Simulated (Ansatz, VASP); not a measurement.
One calculation of Ta2B2O, two programs

INCAR

```
SYSTEM = Ta2B2O
PREC = Accurate
ENCUT = 600
EDIFF = 1E-6
ISMEAR = 0
SIGMA = 0.1
LREAL = .FALSE.
LASPH = .TRUE.
NELM = 100
ALGO = Normal
ISIF = 3
LWAVE = .FALSE.
LCHARG = .FALSE.
GGA = PE
IBRION = 2
NSW = 90
EDIFFG = -0.04
```

Contents of KPOINTS:

```
Automatic mesh
0
G
  6 6 4
  0 0 0
```

File POSCAR:

```
Ta2B2O
1.0
    3.5471323700      0.0000000000      0.0000000000
   -1.7735661800      3.0719067400      0.0000000000
    0.0000000000      0.0000000000      5.6734776800
Ta B O
2 2 1
Direct
    0.6666666700      0.3333333300      0.7688455000
    0.3333333300      0.6666666700      0.2311545000
    0.6666666700      0.3333333300      0.3785214400
    0.3333333300      0.6666666700      0.6214785600
    0.0000000000      0.0000000000      0.0000000000
```

Input for Ansatz:

```yaml
crystal:
  lattice:
    - [3.54713237, 0.0, 0.0]
    - [-1.77356618, 3.07190674, 0.0]
    - [0.0, 0.0, 5.67347768]
  atoms:
    - { symbol: Ta, position: [0.66666667, 0.33333333, 0.7688455] }
    - { symbol: Ta, position: [0.33333333, 0.66666667, 0.2311545] }
    - { symbol: B, position: [0.66666667, 0.33333333, 0.37852144] }
    - { symbol: B, position: [0.33333333, 0.66666667, 0.62147856] }
    - { symbol: O, position: [0.0, 0.0, 0.0] }
basis:
  ecutwfc: 420
kpoints:
  mp_grid: { grid: [6, 6, 4] }
hamiltonian:
  xc: pbe
scf:
  occupations: { method: gaussian, width: 0.1 }
  lower_state_search: "off"
output:
  forces: true
  stress: true
  eigenvalues: true
relax:
  adjacent_minimum: "off"
  f_tol: 0.04
  max_steps: 70
  cell: { stress_tol: 0.4 }
```

Change from the starting cell: species swapped into the Li2CeP2 type (P-3m1, No. 164).

Alike in both runs: task relaxation of cell and atoms; functional PBE; k mesh 6 × 6 × 4; occupations gaussian, width 0.1 eV; no spin polarisation.

```csv
,VASP,Ansatz
version,VASP 6.6.1,Ansatz 0.2.0
potentials or method,"VASP PAW PBE potentials, release 64 (Ta_pv, B, O), cutoff 600 eV","scalar-relativistic, plane waves, PAW"
valence electrons in the cell,34,38
```

Ansatz gave:

```
gap on the k mesh at the Fermi level, each at its own relaxed structure (eV) : none
relaxed volume (Å³/atom)                                                     : 10.65
relaxed cell length with the largest relative difference (Å)                 : 2.952
```

**Question.** What did VASP give for the same quantities?

**Answer.** gap on the k mesh at the Fermi level, each at its own relaxed structure (eV): none; relaxed volume (Å³/atom): 10.65; relaxed cell length with the largest relative difference (Å): 2.953.

A gap of «none» marks a metal or a gap that the smearing closes. VASP's potentials hold 34 valence electrons a cell and Ansatz's 38, so a difference there can come from the potentials and not from the codes.

Neither program's run includes spin-orbit coupling.
